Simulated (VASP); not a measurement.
# Al3GaAs4 (P-43m) in VASP: further runs

Al3GaAs4 is run at these levels: PBE; tasks: single point.

Program: VASP 6.6.1. These are calculated values, not measurements. Logs are shortened: lines on timing, memory, paths and dates and some standing lists are left out, and cuts for length are marked.

### Step 1. The cell of the first run

It takes space group P-43m (No. 215, cubic). The conventional cell has a = 5.731 Å, b = 5.731 Å, c = 5.731 Å, α = 90.00°, β = 90.00°, γ = 90.00°. Al (site symmetry -42m) has 4 As at 2.48 Å within 3.3 Å. Within 3.3 Å of Ga (site symmetry -43m) lie 4 As at 2.49 Å. Within 3.3 Å of As (site symmetry 3m) lie 3 Al at 2.48 Å and 1 Ga at 2.49 Å.

### Step 2. Single point, PBE

INCAR reads:

```
PREC = Accurate ; ENCUT = 520
EDIFF = 1E-6 ; ISMEAR = 0
SIGMA = 0.1 ; LREAL = F
LASPH = T ; NELM = 100
ALGO = Normal ; ISIF = 2
LWAVE = F ; LCHARG = F
GGA = PE ; NBANDS = 31
```

KPOINTS reads:

```
Automatic mesh
0
Gamma
  4 4 4
```

POSCAR reads:

```
Al3GaAs4
1.0
    5.7314492762      0.0000000000      0.0000000000
    0.0000000000      5.7314492762      0.0000000000
    0.0000000000      0.0000000000      5.7314492762
Al Ga As
3 1 4
Direct
    0.5000000000      0.5000000000      0.0000000000
    0.5000000000      0.0000000000      0.5000000000
    0.0000000000      0.5000000000      0.5000000000
    0.0000000000      0.0000000000      0.0000000000
    0.7491151878      0.7491151878      0.2508848122
    0.7491151878      0.2508848122      0.7491151878
    0.2508848122      0.7491151878      0.7491151878
    0.2508848122      0.2508848122      0.2508848122
```

Potentials or basis: VASP PAW PBE potentials, release 64 (Al, Ga_d, As).

On the command line:

```console
$ cat potpaw_PBE.64/Al/POTCAR potpaw_PBE.64/Ga_d/POTCAR potpaw_PBE.64/As/POTCAR > POTCAR
$ mpirun -np 1 vasp_std > vasp.out
```

OUTCAR:

```text
PREC = Accurate
   ENCUT = 520
   EDIFF = 1E-6
   ISMEAR = 0
   LREAL = F
   LASPH = T
   NELM = 100
   ISIF = 2
   GGA = PE

 ion  position               nearest neighbor table
   1  0.500  0.500  0.000-   5 2.48   6 2.48   7 2.48   8 2.48
   2  0.500  0.000  0.500-   5 2.48   6 2.48   7 2.48   8 2.48
   3  0.000  0.500  0.500-   5 2.48   6 2.48   7 2.48   8 2.48
   4  0.000  0.000  0.000-   5 2.49   6 2.49   7 2.49   8 2.49
   5  0.749  0.749  0.251-   1 2.48   2 2.48   3 2.48   4 2.49
   6  0.749  0.251  0.749-   1 2.48   2 2.48   3 2.48   4 2.49
   7  0.251  0.749  0.749-   1 2.48   2 2.48   3 2.48   4 2.49
   8  0.251  0.251  0.251-   1 2.48   2 2.48   3 2.48   4 2.49

  LATTYP: Found a simple cubic cell.
 ALAT       =     5.7314492762

  Lattice vectors:

 A1 = (   5.7314492762,   0.0000000000,   0.0000000000)
 A2 = (   0.0000000000,   5.7314492762,   0.0000000000)
 A3 = (   0.0000000000,   0.0000000000,   5.7314492762)

Analysis of symmetry for initial positions (statically):
=====================================================================
 Subroutine PRICEL returns:
 Original cell was already a primitive cell.

 Routine SETGRP: Setting up the symmetry group for a
 simple cubic supercell.

 Subroutine GETGRP returns: Found 24 space group operations
 (whereof 24 operations were pure point group operations)
 out of a pool of 48 trial point group operations.

The static configuration has the point symmetry T_d .

Analysis of symmetry for dynamics (positions and initial velocities):
=====================================================================
 Subroutine PRICEL returns:
 Original cell was already a primitive cell.

 Routine SETGRP: Setting up the symmetry group for a
 simple cubic supercell.

 Subroutine GETGRP returns: Found 24 space group operations
 (whereof 24 operations were pure point group operations)
 out of a pool of 48 trial point group operations.

The dynamic configuration has the point symmetry T_d .

 Subroutine INISYM returns: Found 24 space group operations
 (whereof 24 operations are pure point group operations),
 and found     1 'primitive' translations

----------------------------------------------------------------------------------------

                                     Primitive cell

  volume of cell :     188.2753

  direct lattice vectors                    reciprocal lattice vectors
     5.731449276  0.000000000  0.000000000     0.174475940  0.000000000  0.000000000
     0.000000000  5.731449276  0.000000000     0.000000000  0.174475940  0.000000000
     0.000000000  0.000000000  5.731449276     0.000000000  0.000000000  0.174475940

  length of vectors
     5.731449276  5.731449276  5.731449276     0.174475940  0.174475940  0.174475940

  position of ions in fractional coordinates (direct lattice)
     0.500000000  0.500000000  0.000000000
     0.500000000  0.000000000  0.500000000
     0.000000000  0.500000000  0.500000000
     0.000000000  0.000000000  0.000000000
     0.749115188  0.749115188  0.250884812
     0.749115188  0.250884812  0.749115188
     0.250884812  0.749115188  0.749115188
     0.250884812  0.250884812  0.250884812

  ion indices of the primitive-cell ions
   primitive index   ion index
                 1           1
                 2           2
                 3           3
                 4           4
                 5           5
                 6           6
                 7           7
                 8           8

----------------------------------------------------------------------------------------

 KPOINTS: Automatic mesh

Automatic generation of k-mesh.
 Grid dimensions read from file:
 generate k-points for:    4    4    4

 Generating k-lattice:

  Cartesian coordinates                     Fractional coordinates (reciprocal lattice)
     0.043618985  0.000000000  0.000000000     0.250000000  0.000000000  0.000000000
     0.000000000  0.043618985  0.000000000     0.000000000  0.250000000  0.000000000
     0.000000000  0.000000000  0.043618985     0.000000000  0.000000000  0.250000000

  Length of vectors
     0.043618985  0.043618985  0.043618985

  Shift w.r.t. Gamma in fractional coordinates (k-lattice)
     0.000000000  0.000000000  0.000000000

 Subroutine IBZKPT returns following result:
 ===========================================

 Found     10 irreducible k-points:

 Following reciprocal coordinates:
            Coordinates               Weight
  0.000000  0.000000  0.000000      1.000000
  0.250000  0.000000  0.000000      6.000000
  0.500000  0.000000  0.000000      3.000000
  0.250000  0.250000  0.000000     12.000000
  0.500000  0.250000  0.000000     12.000000
  0.500000  0.500000  0.000000      3.000000
  0.250000  0.250000  0.250000      8.000000
  0.500000  0.250000  0.250000     12.000000
  0.500000  0.500000  0.250000      6.000000
  0.500000  0.500000  0.500000      1.000000
   k-points           NKPTS =     10   k-points in BZ     NKDIM =     10   number of bands    NBANDS=     31
   number of dos      NEDOS =    301   number of ions     NIONS =      8
   total plane-waves  NPLWV = 110592
   dimension x,y,z NGX =    48 NGY =   48 NGZ =   48
   dimension x,y,z NGXF=    96 NGYF=   96 NGZF=   96
   ions per type =               3   1   4
   NGX,Y,Z   is equivalent  to a cutoff of  13.92, 13.92, 13.92 a.u.
   NGXF,Y,Z  is equivalent  to a cutoff of  27.85, 27.85, 27.85 a.u.
 SYSTEM =  unknown system
   PREC   = accura    normal or accurate (medium, high low for compatibility)
   ISTART =      0    job   : 0-new  1-cont  2-samecut
   ICHARG =      2    charge: 1-file 2-atom 10-const
   ISPIN  =      1    spin polarized calculation?
   LNONCOLLINEAR =      F non collinear calculations
   LSORBIT =      F    spin-orbit coupling
   LASPH  =      T    aspherical Exc in radial PAW
   ENCUT  =  520.0 eV  38.22 Ry    6.18 a.u.  10.66 10.66 10.66*2*pi/ulx,y,z
   NELM   =    100;   NELMIN=  2; NELMDL= -5     # of ELM steps
   EDIFF  = 0.1E-05   stopping-criterion for ELM
   LREAL  =      F    real-space projection
   EDIFFG = 0.1E-04   stopping-criterion for IOM
   NSW    =      0    number of steps for IOM
   IBRION =     -1    ionic relax: 0-MD 1-quasi-New 2-CG
   NFREE  =      0    steps in history (QN), initial steepest desc. (CG)
   ISIF   =      2    stress and relaxation
   ISYM   =      2    0-nonsym 1-usesym 2-fastsym
   POTIM  = 0.5000    time-step for ionic-motion
   TEBEG  =    0.0;   TEEND  =   0.0 temperature during run
   PSTRESS=    0.0 pullay stress
   NELECT =      42.0000    total number of electrons
   NUPDOWN=      -1.0000    fix difference up-down
   EMIN   =  10.00;   EMAX   =-10.00  energy-range for DOS
   EFERMI =   0.00;   METHOD = LEGACY
   ISMEAR =     0;   SIGMA  =   0.10  broadening in eV -4-tet -1-fermi 0-gaus
   EFERMI_NEDOS =   21; number of points for ismear=-14 and -15
   IALGO  =     38    algorithm
   IMIX   =      4    mixing-type and parameters
     AMIX     =   0.40;   BMIX     =  1.00
     AMIX_MAG =   1.60;   BMIX_MAG =  1.00
  volume/ion in A,a.u.               =      23.53       158.82
  Fermi-wavevector in a.u.,A,eV,Ry     =   0.992872  1.876257 13.412566  0.985796
  Thomas-Fermi vector in A             =   2.124715
   LORBIT       =      0    0 simple, 1 ext, 2 COOP (PROOUT), +10 PAW based schemes
   GGA     = PE    functional components
   LHFCALC =     F    Hartree Fock is set to
   AEXX    =    0.0000 exact exchange contribution
   IVDW    =     0    specifies the selected vdW correction
   LEPSILON=     F    determine dielectric tensor
   LRPA    =     F    only Hartree local field effects (RPA)
 non-spin polarized calculation
 Gauss-broadening in eV      SIGMA  =   0.10
  energy-cutoff  :      520.00
  volume of cell :      188.28
 maximum number of plane-waves:      5112
 NGX is ok and might be reduce to    48
   NGX = 21   NGY = 21   NGZ = 21

 number of electron      42.0000017 magnetization

 Free energy of the ion-electron system (eV)
  ---------------------------------------------------
  ext. energy  EPLUGINS =         0.00000000
  ---------------------------------------------------
  free energy    TOTEN  =       -36.41227519 eV

  energy without entropy =      -36.41227519  energy(sigma->0) =      -36.41227519

 E-fermi :   4.0191     XC(G=0):  -9.0244

 val. band max:        3.5581275368   @ k =   0.0000   0.0000   0.0000
 cond. band min:       4.5883890531   @ k =   0.5000   0.5000   0.5000
 fundamental gap:      1.0302615164
 Fermi energy:         4.0190723863

 k-point     1 :       0.0000    0.0000    0.0000
  band No.  band energies     occupation
      1     -10.9000      2.00000
      2     -10.9000      2.00000
      3     -10.9000      2.00000
      4     -10.8337      2.00000
      5     -10.8337      2.00000
      6      -8.2860      2.00000
[... 23 lines left out ...]
     30       7.6658      0.00000
     31       7.6658      0.00000

 k-point     2 :       0.2500    0.0000    0.0000
  band No.  band energies     occupation
      1     -10.9010      2.00000
      2     -10.9005      2.00000
      3     -10.9005      2.00000
      4     -10.8336      2.00000
      5     -10.8333      2.00000
      6      -8.0841      2.00000
[... 23 lines left out ...]
     30       8.4725      0.00000
     31       8.4725      0.00000

 k-point     3 :       0.5000    0.0000    0.0000
  band No.  band energies     occupation
      1     -10.9018      2.00000
      2     -10.9010      2.00000
      3     -10.9010      2.00000
      4     -10.8336      2.00000
      5     -10.8329      2.00000
      6      -7.5765      2.00000
[... 23 lines left out ...]
     30       9.0683      0.00000
     31       9.0683      0.00000

 k-point     4 :       0.2500    0.2500    0.0000
  band No.  band energies     occupation
      1     -10.9018      2.00000
      2     -10.9010      2.00000
      3     -10.9010      2.00000
      4     -10.8334      2.00000
      5     -10.8330      2.00000
      6      -7.8929      2.00000
[... 23 lines left out ...]
     30       8.4101      0.00000
     31       9.0835      0.00000

 k-point     5 :       0.5000    0.2500    0.0000
  band No.  band energies     occupation
      1     -10.9027      2.00000
      2     -10.9015      2.00000
      3     -10.9015      2.00000
      4     -10.8333      2.00000
      5     -10.8327      2.00000
      6      -7.4201      2.00000
[... 23 lines left out ...]
     30       8.8003      0.00000
     31       8.9360      0.00000

 k-point     6 :       0.5000    0.5000    0.0000
  band No.  band energies     occupation
      1     -10.9034      2.00000
      2     -10.9019      2.00000
      3     -10.9019      2.00000
      4     -10.8332      2.00000
      5     -10.8323      2.00000
      6      -7.0814      2.00000
[... 23 lines left out ...]
     30       9.2929      0.00000
     31       9.3187      0.00000

 k-point     7 :       0.2500    0.2500    0.2500
  band No.  band energies     occupation
      1     -10.9023      2.00000
      2     -10.9016      2.00000
      3     -10.9016      2.00000
      4     -10.8330      2.00000
      5     -10.8330      2.00000
      6      -7.7159      2.00000
[... 23 lines left out ...]
     30       8.6143      0.00000
     31       9.5088      0.00000

 k-point     8 :       0.5000    0.2500    0.2500
  band No.  band energies     occupation
      1     -10.9030      2.00000
      2     -10.9022      2.00000
      3     -10.9021      2.00000
      4     -10.8329      2.00000
      5     -10.8326      2.00000
      6      -7.2920      2.00000
[... 23 lines left out ...]
     30       9.0495      0.00000
     31       9.2189      0.00000

 k-point     9 :       0.5000    0.5000    0.2500
  band No.  band energies     occupation
      1     -10.9035      2.00000
      2     -10.9027      2.00000
      3     -10.9027      2.00000
      4     -10.8327      2.00000
      5     -10.8323      2.00000
      6      -7.0464      2.00000
[... 23 lines left out ...]
     30       8.5476      0.00000
     31       8.5955      0.00000

 k-point    10 :       0.5000    0.5000    0.5000
  band No.  band energies     occupation
      1     -10.9035      2.00000
      2     -10.9035      2.00000
      3     -10.9035      2.00000
      4     -10.8323      2.00000
      5     -10.8323      2.00000
      6      -7.0101      2.00000
[... 23 lines left out ...]
     30       8.1503      0.00000
     31       8.1503      0.00000

------------------------ aborting loop because EDIFF is reached ----------------------------------------

  FORCE on cell =-STRESS in cart. coord.  units (eV):
  Direction    XX          YY          ZZ          XY          YZ          ZX
  --------------------------------------------------------------------------------------
  -------------------------------------------------------------------------------------
  Total        0.2384179      0.2384179      0.2384179     -0.0000000     -0.0000000      0.0000000
  in kB        2.0288785      2.0288785      2.0288785     -0.0000000     -0.0000000      0.0000000
  external PRESSURE =       2.0288785 kB  Pullay stress =       0.0000000 kB

 VOLUME and BASIS-vectors are now :
 -----------------------------------------------------------------------------
  energy-cutoff  :      520.00
  volume of cell :      188.28
      direct lattice vectors                 reciprocal lattice vectors
     5.731449276  0.000000000  0.000000000     0.174475940  0.000000000  0.000000000
     0.000000000  5.731449276  0.000000000     0.000000000  0.174475940  0.000000000
     0.000000000  0.000000000  5.731449276     0.000000000  0.000000000  0.174475940

 POSITION                                       TOTAL-FORCE (eV/Angst)
 -----------------------------------------------------------------------------------
      2.86572      2.86572      0.00000         0.000000      0.000000      0.000000
      2.86572      0.00000      2.86572         0.000000      0.000000      0.000000
      0.00000      2.86572      2.86572         0.000000      0.000000      0.000000
      0.00000      0.00000      0.00000        -0.000000      0.000000      0.000000
      4.29352      4.29352      1.43793        -0.001707     -0.001707      0.001707
      4.29352      1.43793      4.29352        -0.001707      0.001707     -0.001707
      1.43793      4.29352      4.29352         0.001707     -0.001707     -0.001707
      1.43793      1.43793      1.43793         0.001707      0.001707      0.001707
 -----------------------------------------------------------------------------------
    total drift:                                0.000000      0.000000     -0.000000

  FREE ENERGIE OF THE ION-ELECTRON SYSTEM (eV)
  ---------------------------------------------------
  free  energy   TOTEN  =       -36.4122751913 eV

  energy  without entropy=      -36.4122751913  energy(sigma->0) =      -36.41227519
```

Run time: 36 s. Hardware: 1 thread of AMD EPYC 9R45 (Zen 5), shared host; peak memory 0.32 GiB.

Results:

```yaml
Free_energy: -36.4123 eV
Pressure: 0.2 GPa
Band_gap_on_the_k_mesh: 1.03 eV (least direct gap 1.17 eV)
```

Forces in eV/Å, atoms in the order of the input:
```
Al   0.000  0.000  0.000
Al   0.000  0.000  0.000
Al   0.000  0.000  0.000
Ga   0.000  0.000  0.000
As  -0.002 -0.002  0.002
As  -0.002  0.002 -0.002
As   0.002 -0.002 -0.002
As   0.002  0.002  0.002
```

Levels at points of the mesh, in eV from the valence-band top:
| k point | band 17 | band 18 | band 19 | band 20 | band 21 | band 22 | band 23 | band 24 | band 25 | band 26 |
| --- | --- | --- | --- | --- | --- | --- | --- | --- | --- | --- |
| (0.00, 0.00, 0.00) | -2.19 | -2.19 | 0.00 | 0.00 | 0.00 | 1.17 | 1.53 | 1.53 | 1.53 | 1.91 |
| (0.50, 0.00, 0.00) | -2.80 | -1.40 | -1.40 | -1.31 | -1.31 | 2.30 | 2.54 | 3.45 | 3.59 | 4.40 |
| (0.50, 0.50, 0.00) | -2.82 | -1.00 | -0.90 | -0.90 | -0.90 | 2.81 | 3.23 | 3.23 | 3.37 | 5.55 |
| (0.50, 0.50, 0.50) | -0.87 | -0.87 | -0.80 | -0.80 | -0.80 | 1.03 | 1.98 | 1.98 | 1.98 | 4.56 |

A k mesh can miss the band edges.

### Step 3. Single point, PBE

INCAR reads:

```
SYSTEM = Al3GaAs4
  PREC = Accurate
  ENCUT = 520
  EDIFF = 1E-6
  ISMEAR = 0
  SIGMA = 0.02
  LREAL = .False.
  LASPH = .True.
  NELM = 100
  ALGO = Normal
  ISIF = 2
  LWAVE = .False.
  LCHARG = .False.
  GGA = PE
  NBANDS = 31
```

KPOINTS reads:

```
regular mesh
0
Gamma
  6 6 6
  0 0 0
```

POSCAR reads:

```
Al3GaAs4
1.0
    5.7330308478      0.0000000000      0.0000000000
    0.0000000000      5.7330308478      0.0000000000
    0.0000000000      0.0000000000      5.7330308478
Al Ga As
3 1 4
Direct
    0.5000000000      0.5000000000      0.0000000000
    0.5000000000      0.0000000000      0.5000000000
    0.0000000000      0.5000000000      0.5000000000
    0.0000000000      0.0000000000      0.0000000000
    0.7491066870      0.7491066870      0.2508933130
    0.7491066870      0.2508933130      0.7491066870
    0.2508933130      0.7491066870      0.7491066870
    0.2508933130      0.2508933130      0.2508933130
```

Potentials or basis: VASP PAW PBE potentials, release 64 (Al, Ga_d, As).

On the command line:

```console
$ cat potpaw_PBE.64/Al/POTCAR potpaw_PBE.64/Ga_d/POTCAR potpaw_PBE.64/As/POTCAR > POTCAR
$ mpirun -np 1 vasp_std > vasp.out
```

Wall time 60 s (1 thread of AMD EPYC 9R45 (Zen 5), shared host); peak memory 0.36 GiB.

It converged, with:

| Property | Result |
| --- | --- |
| Free energy | -36.4233 eV |
| Pressure | 0.2 GPa |
| Band gap on the k mesh | 1.03 eV (least direct gap 1.16 eV) |

Forces in eV/Å, atoms in the order of the input:
```
Al   0.000  0.000  0.000
Al   0.000  0.000  0.000
Al   0.000  0.000  0.000
Ga   0.000  0.000  0.000
As  -0.002 -0.002  0.002
As  -0.002  0.002 -0.002
As   0.002 -0.002 -0.002
As   0.002  0.002  0.002
```

Levels at points of the mesh, in eV from the valence-band top:
| k point | band 17 | band 18 | band 19 | band 20 | band 21 | band 22 | band 23 | band 24 | band 25 | band 26 |
| --- | --- | --- | --- | --- | --- | --- | --- | --- | --- | --- |
| (0.00, 0.00, 0.00) | -2.18 | -2.18 | 0.00 | 0.00 | 0.00 | 1.16 | 1.54 | 1.54 | 1.54 | 1.91 |
| (0.50, 0.00, 0.00) | -2.80 | -1.40 | -1.40 | -1.30 | -1.30 | 2.31 | 2.54 | 3.45 | 3.59 | 4.40 |
| (0.50, 0.50, 0.00) | -2.82 | -1.00 | -0.90 | -0.90 | -0.90 | 2.81 | 3.23 | 3.23 | 3.37 | 5.55 |
| (0.50, 0.50, 0.50) | -0.87 | -0.87 | -0.80 | -0.80 | -0.80 | 1.03 | 1.98 | 1.98 | 1.98 | 4.56 |
